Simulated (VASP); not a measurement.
# NbAs (F-43m) in VASP: further runs

NbAs is run at these levels: PBEsol, r2SCAN; tasks: single point.

Everything below comes from runs of VASP 6.6.1. Logs are shortened: lines on timing, memory, paths and dates and some standing lists are left out, and cuts for length are marked.

### Step 1. The cell of the first run

The structure is cubic, space group F-43m (No. 216). The conventional cell has a = 5.745 Å, b = 5.745 Å, c = 5.745 Å, α = 90.00°, β = 90.00°, γ = 90.00°. Within 3.3 Å of Nb (site symmetry -43m) lie 4 As at 2.49 Å. As (site symmetry -43m) has 4 Nb at 2.49 Å within 3.3 Å.

### Step 2. Single point, PBEsol, collinear spin

INCAR

```
SYSTEM = NbAs
ALGO = Normal ; EDIFF = 1E-6
ENCUT = 520 ; GGA = PS
ISIF = 2 ; ISMEAR = 0
ISPIN = 2 ; LASPH = .True.
LCHARG = .False. ; LMAXMIX = 4
LORBIT = 11 ; LREAL = .False.
LWAVE = .False. ; MAGMOM = 1 -1 0 0
NBANDS = 30 ; NELM = 150
PREC = Accurate ; SIGMA = 0.1
```

KPOINTS

```
k-points
0
Gamma
  12 12 6
  0 0 0
```

POSCAR

```
NbAs
1.0
    0.0000000000      2.8723581278      2.8723581278
    5.7447162557      2.8723581278      2.8723581278
    5.7447162557      5.7447162557      0.0000000000
Nb As
2 2
Direct
    1.0000000000      0.0000000000      0.0000000000
    1.0000000000      0.0000000000      0.5000000000
    0.2500000000      0.2500000000      0.0000000000
    0.2500000000      0.2500000000      0.5000000000
```

Potentials or basis: VASP PAW PBE potentials, release 64 (Nb_sv, As).

Command:

```
$ cat potpaw_PBE.64/Nb_sv/POTCAR potpaw_PBE.64/As/POTCAR > POTCAR
$ mpirun -np 1 vasp_std > vasp.out
```

OUTCAR:

```text
SYSTEM = NbAs
   EDIFF = 1E-6
   ENCUT = 520
   GGA = PS
   ISIF = 2
   ISMEAR = 0
   ISPIN = 2
   LASPH = .True.
   LORBIT = 11
   LREAL = .False.
   NELM = 150
   PREC = Accurate

 ion  position               nearest neighbor table
   1  0.000  0.000  0.000-   3 2.49   3 2.49   4 2.49   4 2.49
   2  0.000  0.000  0.500-   4 2.49   4 2.49   3 2.49   3 2.49
   3  0.250  0.250  0.000-   1 2.49   1 2.49   2 2.49   2 2.49
   4  0.250  0.250  0.500-   2 2.49   2 2.49   1 2.49   1 2.49

  LATTYP: Found a simple tetragonal cell.
 ALAT       =     4.0621278204
 C/A-ratio  =     1.4142135624

  Lattice vectors:

 A1 = (   0.0000000000,  -2.8723581279,   2.8723581278)
 A2 = (   0.0000000000,  -2.8723581278,  -2.8723581278)
 A3 = (   5.7447162557,   0.0000000000,   0.0000000000)

Analysis of symmetry for initial positions (statically):
=====================================================================
 Subroutine PRICEL returns following result:

  LATTYP: Found a face centered cubic cell.
 ALAT       =     5.7447162557
[... 12 lines left out ...]
 Subroutine GETGRP returns: Found  8 space group operations
 (whereof  8 operations were pure point group operations)
 out of a pool of 16 trial point group operations.

The static configuration has the point symmetry D_2d.

Analysis of symmetry for dynamics (positions and initial velocities):
=====================================================================
 Subroutine PRICEL returns following result:

  LATTYP: Found a face centered cubic cell.
 ALAT       =     5.7447162557
[... 12 lines left out ...]
 Subroutine GETGRP returns: Found  8 space group operations
 (whereof  8 operations were pure point group operations)
 out of a pool of 16 trial point group operations.

The dynamic configuration has the point symmetry D_2d.

Analysis of structural, dynamic, and magnetic symmetry:
=====================================================================
 Subroutine PRICEL returns following result:

  LATTYP: Found a face centered cubic cell.
 ALAT       =     5.7447162557
[... 12 lines left out ...]
 Subroutine GETGRP returns: Found  8 space group operations
 (whereof  8 operations were pure point group operations)
 out of a pool of 16 trial point group operations.

The overall configuration has the point symmetry D_2d.

 Subroutine INISYM returns: Found  8 space group operations
 (whereof  8 operations are pure point group operations),
 and found     2 'primitive' translations

----------------------------------------------------------------------------------------

                                     Primitive cell

  volume of cell :      47.3964

  direct lattice vectors                    reciprocal lattice vectors
    -2.872358128  2.872358128 -0.000000000    -0.174073001  0.174073001 -0.174073001
    -2.872358128 -0.000000000  2.872358128    -0.174073001 -0.174073001  0.174073001
     0.000000000  2.872358128  2.872358128     0.174073001  0.174073001  0.174073001

  length of vectors
     4.062127820  4.062127820  4.062127820     0.301503282  0.301503282  0.301503282

  position of ions in fractional coordinates (direct lattice)
     0.000000000  0.000000000  0.000000000
     0.750000000  0.750000000  0.750000000

  ion indices of the primitive-cell ions
   primitive index   ion index
                 1           1
                 2           3

----------------------------------------------------------------------------------------

 KPOINTS: k-points

Automatic generation of k-mesh.
 Grid dimensions read from file:
 generate k-points for:   12   12    6

 Generating k-lattice:

  Cartesian coordinates                     Fractional coordinates (reciprocal lattice)
    -0.014506083  0.014506083  0.014506083     0.083333333  0.000000000  0.000000000
     0.014506083 -0.014506083  0.014506083     0.000000000  0.083333333  0.000000000
     0.000000000  0.029012167 -0.029012167     0.000000000  0.000000000  0.166666667

  Length of vectors
     0.025125274  0.025125274  0.041029400

  Shift w.r.t. Gamma in fractional coordinates (k-lattice)
     0.000000000  0.000000000  0.000000000

 Subroutine IBZKPT returns following result:
 ===========================================

 Found    100 irreducible k-points:

 Following reciprocal coordinates:
            Coordinates               Weight
  0.000000  0.000000  0.000000      1.000000
  0.083333 -0.000000  0.000000      8.000000
  0.166667  0.000000  0.000000      8.000000
  0.250000  0.000000  0.000000      8.000000
  0.333333  0.000000  0.000000      8.000000
  0.416667  0.000000  0.000000      8.000000
[... 16 lines left out ...]
  0.500000  0.166667  0.000000      8.000000
 -0.416667  0.166667  0.000000     16.000000
 [... further k-points ...]
   k-points           NKPTS =    100   k-points in BZ     NKDIM =    100   number of bands    NBANDS=     30
   number of dos      NEDOS =    301   number of ions     NIONS =      4
   total plane-waves  NPLWV =  97200
   dimension x,y,z NGX =    30 NGY =   54 NGZ =   60
   dimension x,y,z NGXF=    60 NGYF=  108 NGZF=  120
   ions per type =               2   2
   NGX,Y,Z   is equivalent  to a cutoff of  12.28, 12.76, 12.28 a.u.
   NGXF,Y,Z  is equivalent  to a cutoff of  24.56, 25.52, 24.56 a.u.
 SYSTEM =  NbAs
   PREC   = accura    normal or accurate (medium, high low for compatibility)
   ISTART =      0    job   : 0-new  1-cont  2-samecut
   ICHARG =      2    charge: 1-file 2-atom 10-const
   ISPIN  =      2    spin polarized calculation?
   LNONCOLLINEAR =      F non collinear calculations
   LSORBIT =      F    spin-orbit coupling
   LASPH  =      T    aspherical Exc in radial PAW
   ENCUT  =  520.0 eV  38.22 Ry    6.18 a.u.   7.55 13.08 15.11*2*pi/ulx,y,z
   NELM   =    150;   NELMIN=  2; NELMDL= -5     # of ELM steps
   EDIFF  = 0.1E-05   stopping-criterion for ELM
   LREAL  =      F    real-space projection
   EDIFFG = 0.1E-04   stopping-criterion for IOM
   NSW    =      0    number of steps for IOM
   IBRION =     -1    ionic relax: 0-MD 1-quasi-New 2-CG
   NFREE  =      0    steps in history (QN), initial steepest desc. (CG)
   ISIF   =      2    stress and relaxation
   ISYM   =      2    0-nonsym 1-usesym 2-fastsym
   POTIM  = 0.5000    time-step for ionic-motion
   TEBEG  =    0.0;   TEEND  =   0.0 temperature during run
   PSTRESS=    0.0 pullay stress
   NELECT =      36.0000    total number of electrons
   NUPDOWN=      -1.0000    fix difference up-down
   EMIN   =  10.00;   EMAX   =-10.00  energy-range for DOS
   EFERMI =   0.00;   METHOD = LEGACY
   ISMEAR =     0;   SIGMA  =   0.10  broadening in eV -4-tet -1-fermi 0-gaus
   EFERMI_NEDOS =   21; number of points for ismear=-14 and -15
   IALGO  =     38    algorithm
   IMIX   =      4    mixing-type and parameters
     AMIX     =   0.40;   BMIX     =  1.00
     AMIX_MAG =   1.60;   BMIX_MAG =  1.00
  volume/ion in A,a.u.               =      23.70       159.92
  Fermi-wavevector in a.u.,A,eV,Ry     =   1.185542  2.240350 19.123134  1.405511
  Thomas-Fermi vector in A             =   2.321734
   LORBIT       =     11    0 simple, 1 ext, 2 COOP (PROOUT), +10 PAW based schemes
   GGA     = PS    functional components
   LHFCALC =     F    Hartree Fock is set to
   AEXX    =    0.0000 exact exchange contribution
   IVDW    =     0    specifies the selected vdW correction
   LEPSILON=     F    determine dielectric tensor
   LRPA    =     F    only Hartree local field effects (RPA)
 spin polarized calculation
 Gauss-broadening in eV      SIGMA  =   0.10
  energy-cutoff  :      520.00
  volume of cell :       94.79
 maximum number of plane-waves:      2596
   NGX = 15   NGY = 27   NGZ = 31

 number of electron      36.0000000 magnetization       0.0000000

 number of electron      36.0000000 magnetization      -0.0000000

 Free energy of the ion-electron system (eV)
  ---------------------------------------------------
  ext. energy  EPLUGINS =         0.00000000
  ---------------------------------------------------
  free energy    TOTEN  =       -30.67084894 eV

  energy without entropy =      -30.64552269  energy(sigma->0) =      -30.65818582

 E-fermi :   6.0465     XC(G=0): -10.2320

 val. band max:        6.0426218645   @ k =  -0.3333   0.1667   0.1667
 cond. band min:       6.0513476106   @ k =   0.0000   0.0000   0.0000
 fundamental gap:      0.0087257461
 Fermi energy:         6.0464820646

 spin component 1

 k-point     1 :       0.0000    0.0000    0.0000
  band No.  band energies     occupation
      1     -49.2740      1.00000
      2     -49.2678      1.00000
      3     -25.4571      1.00000
      4     -25.4054      1.00000
      5     -25.4054      1.00000
      6     -25.3765      1.00000
[... 781 lines left out ...]
     29      14.6031      0.00000
     30      14.7069      0.00000

 [... further k-points ...]

 spin component 2

 k-point     1 :       0.0000    0.0000    0.0000
  band No.  band energies     occupation
      1     -49.2740      1.00000
      2     -49.2678      1.00000
      3     -25.4571      1.00000
      4     -25.4054      1.00000
      5     -25.4054      1.00000
      6     -25.3765      1.00000
[... 781 lines left out ...]
     29      14.6031      0.00000
     30      14.7069      0.00000

 [... further k-points ...]

------------------------ aborting loop because EDIFF is reached ----------------------------------------

  FORCE on cell =-STRESS in cart. coord.  units (eV):
  Direction    XX          YY          ZZ          XY          YZ          ZX
  --------------------------------------------------------------------------------------
  -------------------------------------------------------------------------------------
  Total        0.0983710      0.0985045      0.0985045      0.0000000     -0.0000000     -0.0000000
  in kB        1.6626539      1.6649107      1.6649107      0.0000000     -0.0000000     -0.0000000
  external PRESSURE =       1.6641584 kB  Pullay stress =       0.0000000 kB

 VOLUME and BASIS-vectors are now :
 -----------------------------------------------------------------------------
  energy-cutoff  :      520.00
  volume of cell :       94.79
      direct lattice vectors                 reciprocal lattice vectors
     0.000000000  2.872358128  2.872358128    -0.174073001  0.174073001  0.174073001
     5.744716256  2.872358128  2.872358128     0.174073001 -0.174073001  0.174073001
     5.744716256  5.744716256  0.000000000     0.000000000  0.174073001 -0.174073001

 POSITION                                       TOTAL-FORCE (eV/Angst)
 -----------------------------------------------------------------------------------
      0.00000      0.00000      0.00000         0.000000      0.000000     -0.000000
      2.87236      2.87236      0.00000         0.000000      0.000000     -0.000000
      1.43618      1.43618      1.43618         0.000000     -0.000000      0.000000
      4.30854      4.30854      1.43618         0.000000     -0.000000      0.000000
 -----------------------------------------------------------------------------------
    total drift:                               -0.000004      0.000002      0.000001

  FREE ENERGIE OF THE ION-ELECTRON SYSTEM (eV)
  ---------------------------------------------------
  free  energy   TOTEN  =       -30.6708489401 eV

  energy  without entropy=      -30.6455226944  energy(sigma->0) =      -30.65818582

 total charge

# of ion       s       p       d       tot
------------------------------------------
    1        2.166   5.978   2.517  10.661
    2        2.166   5.978   2.517  10.661
    3        1.216   1.685   0.066   2.967
    4        1.216   1.685   0.066   2.967
--------------------------------------------------
tot          6.765  15.325   5.167  27.257

 magnetization (x)

# of ion       s       p       d       tot
------------------------------------------
    1        0.000   0.000   0.001   0.001
    2       -0.000  -0.000  -0.001  -0.001
    3        0.000   0.000   0.000   0.000
    4        0.000   0.000   0.000   0.000
--------------------------------------------------
tot          0.000   0.000   0.000   0.000
```

Run time: 21 min. Hardware: 1 thread of Intel Xeon Platinum 8488C (Sapphire Rapids), shared host; peak memory 0.64 GiB.

Results:

```yaml
Free_energy: -30.6708 eV
Pressure: 0.2 GPa
Band_gap_on_the_k_mesh: zero (filled and empty bands overlap)
Net_moment: 0.00 μB per cell
Valence_electrons_inside_the_program's_atomic_spheres: Nb 10.66; As 2.97
```

Levels at points of the mesh, in eV from the Fermi level:
Spin up:
```
           k point  band 14  band 15  band 16  band 17  band 18  band 19  band 20  band 21  band 22  band 23
(0.00, 0.00, 0.00)    -3.53    -2.10    -2.10    -1.09     0.00     0.00     0.80     0.88     1.43     1.43
(0.50, 0.00, 0.00)    -3.12    -3.12    -3.12     0.39     0.39     0.39     0.39     0.66     0.66     3.38
(0.50, 0.50, 0.00)    -2.10    -2.10    -2.10    -1.09    -1.09     0.80     0.80     0.88     0.88     1.43
(0.00, 0.00, 0.50)    -3.49    -2.93    -2.93    -0.31    -0.31     0.26     0.26     1.20     1.20     2.59
(0.50, 0.00, 0.50)    -3.41    -2.06    -2.06    -1.24    -1.24     0.01     0.01     0.85     0.85     1.73
(0.00, 0.50, 0.50)    -3.01    -3.01    -3.01    -0.85    -0.85     0.37     0.37     3.57     3.57     3.57
```
Spin down:
| k point | band 14 | band 15 | band 16 | band 17 | band 18 | band 19 | band 20 | band 21 | band 22 | band 23 |
| --- | --- | --- | --- | --- | --- | --- | --- | --- | --- | --- |
| (0.00, 0.00, 0.00) | -3.53 | -2.10 | -2.10 | -1.09 | 0.00 | 0.00 | 0.80 | 0.88 | 1.43 | 1.43 |
| (0.50, 0.00, 0.00) | -3.12 | -3.12 | -3.12 | 0.39 | 0.39 | 0.39 | 0.39 | 0.66 | 0.66 | 3.38 |
| (0.50, 0.50, 0.00) | -2.10 | -2.10 | -2.10 | -1.09 | -1.09 | 0.80 | 0.80 | 0.88 | 0.88 | 1.43 |
| (0.00, 0.00, 0.50) | -3.49 | -2.93 | -2.93 | -0.31 | -0.31 | 0.26 | 0.26 | 1.20 | 1.20 | 2.59 |
| (0.50, 0.00, 0.50) | -3.41 | -2.06 | -2.06 | -1.24 | -1.24 | 0.01 | 0.01 | 0.85 | 0.85 | 1.73 |
| (0.00, 0.50, 0.50) | -3.01 | -3.01 | -3.01 | -0.85 | -0.85 | 0.37 | 0.37 | 3.57 | 3.57 | 3.57 |

Caveat: the PAW data sets were made with another functional, which shifts forces and pressure a little.

### Step 3. Single point, r2SCAN

This run uses another cell than the first one: it holds 2 atoms, not 4.

POSCAR

```
NbAs
1.0
    0.0000000000      2.8723581278      2.8723581278
    2.8723581278      0.0000000000      2.8723581278
    2.8723581278      2.8723581278      0.0000000000
Nb As
1 1
Direct
    0.0000000000      0.0000000000      0.0000000000
    0.2500000000      0.2500000000      0.2500000000
```

INCAR.step1

```
ALGO = Normal ; EDIFF = 1E-4
ENCUT = 520 ; GGA = PE
ISMEAR = 0 ; LASPH = T
LCHARG = F ; LREAL = F
LWAVE = T ; NBANDS = 16
NELM = 80 ; PREC = Accurate
SIGMA = 0.1
```

INCAR.step2

```
ALGO = Normal ; EDIFF = 1E-7
ENCUT = 520 ; ISIF = 2
ISMEAR = 0 ; ISTART = 1
LASPH = T ; LCHARG = T
LELF = T ; LMIXTAU = T
LREAL = F ; LVHAR = T
LWAVE = F ; METAGGA = R2SCAN
NBANDS = 16 ; NELM = 80
PREC = Accurate ; SIGMA = 0.1
```

KPOINTS

```
k-points
0
Gamma
  12 12 12
```

Potentials or basis: VASP PAW PBE potentials, release 64 (Nb_sv, As).

Command:

```
$ cat potpaw_PBE.64/Nb_sv/POTCAR potpaw_PBE.64/As/POTCAR > POTCAR
$ cp INCAR.step1 INCAR
$ mpirun -np 1 vasp_std > vasp.out
$ cp INCAR.step2 INCAR
$ mpirun -np 1 vasp_std > vasp.out
```

Run time: 5.1 min. Hardware: 1 thread of Intel Xeon 8259CL, shared host; peak memory 0.21 GiB.

It converged, with:

```yaml
Free_energy: -39.1891 eV
Pressure: 2.3 GPa
Band_gap_on_the_k_mesh: zero (bands 9 and 10 overlap by 0.54 eV)
```

Levels at points of the mesh, in eV from the Fermi level:
```csv
k point,band 6,band 7,band 8,band 9,band 10,band 11,band 12,band 13
"(0.00, 0.00, 0.00)",-3.90,-3.90,-3.90,0.04,0.04,2.71,5.86,5.86
"(0.50, 0.00, 0.00)",-4.57,-3.44,-3.44,0.43,0.43,0.67,3.46,3.46
"(0.50, 0.50, 0.00)",-5.14,-2.43,-2.43,-1.13,0.91,1.00,1.44,1.44
```

Caveat: the PAW data sets were made with another functional, which shifts forces and pressure a little.

### Step 4. Single point, r2SCAN, collinear spin

This run uses another cell than the first one: it holds 2 atoms, not 4.

POSCAR is that of step 3.

INCAR.step1

```
SYSTEM = NbAs
ALGO = Normal
EDIFF = 1E-4
ENCUT = 520
GGA = PE
ISMEAR = 0
ISPIN = 2
LASPH = .TRUE.
LCHARG = .FALSE.
LMAXMIX = 4
LREAL = .FALSE.
LWAVE = .TRUE.
MAGMOM = 2.5 0
NBANDS = 20
NELM = 150
PREC = Accurate
SIGMA = 0.1
```

INCAR.step2

```
SYSTEM = NbAs
ALGO = Normal
EDIFF = 1E-6
ENCUT = 520
ISIF = 2
ISMEAR = 0
ISPIN = 2
ISTART = 1
LASPH = .TRUE.
LCHARG = .TRUE.
LELF = .TRUE.
LMAXMIX = 4
LMIXTAU = .TRUE.
LORBIT = 11
LREAL = .FALSE.
LVHAR = .TRUE.
LWAVE = .FALSE.
MAGMOM = 2.5 0
METAGGA = R2SCAN
NBANDS = 20
NELM = 150
PREC = Accurate
SIGMA = 0.1
```

KPOINTS

```
k-points
0
G
  12 12 12
  0 0 0
```

Command:

```
$ cat potpaw_PBE.64/Nb_sv/POTCAR potpaw_PBE.64/As/POTCAR > POTCAR
$ cp INCAR.step1 INCAR
$ mpirun -np 1 vasp_std > vasp.out
$ cp INCAR.step2 INCAR
$ mpirun -np 1 vasp_std > vasp.out
```

Run time: 22 min. Hardware: 1 thread of Intel Xeon 8259CL, shared host; peak memory 0.27 GiB.

The run converged. Its results:

| Quantity | Value |
| --- | --- |
| Free energy | -39.1891 eV |
| Pressure | 2.3 GPa |
| Band gap on the k mesh | zero (filled and empty bands overlap) |
| Net moment | 0.00 μB per cell |
| Valence electrons inside the program's atomic spheres | Nb 10.64; As 3.02 |

Levels at points of the mesh, in eV from the Fermi level:
Spin up:
| k point | band 7 | band 8 | band 9 | band 10 | band 11 | band 12 |
| --- | --- | --- | --- | --- | --- | --- |
| (0.00, 0.00, 0.00) | -3.90 | -3.90 | 0.04 | 0.04 | 2.71 | 5.86 |
| (0.50, 0.00, 0.00) | -3.44 | -3.44 | 0.43 | 0.43 | 0.67 | 3.46 |
| (0.50, 0.50, 0.00) | -2.43 | -2.43 | -1.14 | 0.91 | 1.00 | 1.44 |
Spin down:
| k point | band 6 | band 7 | band 8 | band 9 | band 10 | band 11 | band 12 | band 13 |
| --- | --- | --- | --- | --- | --- | --- | --- | --- |
| (0.00, 0.00, 0.00) | -3.90 | -3.90 | -3.90 | 0.04 | 0.04 | 2.71 | 5.86 | 5.86 |
| (0.50, 0.00, 0.00) | -4.57 | -3.44 | -3.44 | 0.43 | 0.43 | 0.67 | 3.46 | 3.46 |
| (0.50, 0.50, 0.00) | -5.14 | -2.43 | -2.43 | -1.13 | 0.91 | 1.00 | 1.44 | 1.44 |

Caveat: the PAW data sets were made with another functional, which shifts forces and pressure a little.

### Step 5. Summary

```tsv
level	spin	cell	k mesh	gap on the mesh (eV)	pressure (GPa)	moment (μB)
PBEsol	collinear	a = 4.062, b = 7.036, c = 8.124 Å, angles 30.0, 60.0, 54.7°, 4 atoms, atomic positions A	12 × 12 × 6	none	0.2	0.00
r2SCAN	off	a = 4.062 Å, angles 60.0°, 2 atoms, atomic positions B	12 × 12 × 12	none	2.3	-
r2SCAN	collinear	a = 4.062 Å, angles 60.0°, 2 atoms, atomic positions B	12 × 12 × 12	none	2.3	0.00
```

Alike in all rows: task single point; potentials or basis VASP PAW PBE potentials, release 64 (Nb_sv, As); cutoff (eV) 520; smearing gaussian 0.1 eV.

Caveats: the PAW data sets were made with another functional, which shifts forces and pressure a little.

Absolute energies hang on the potentials; compare differences alone.
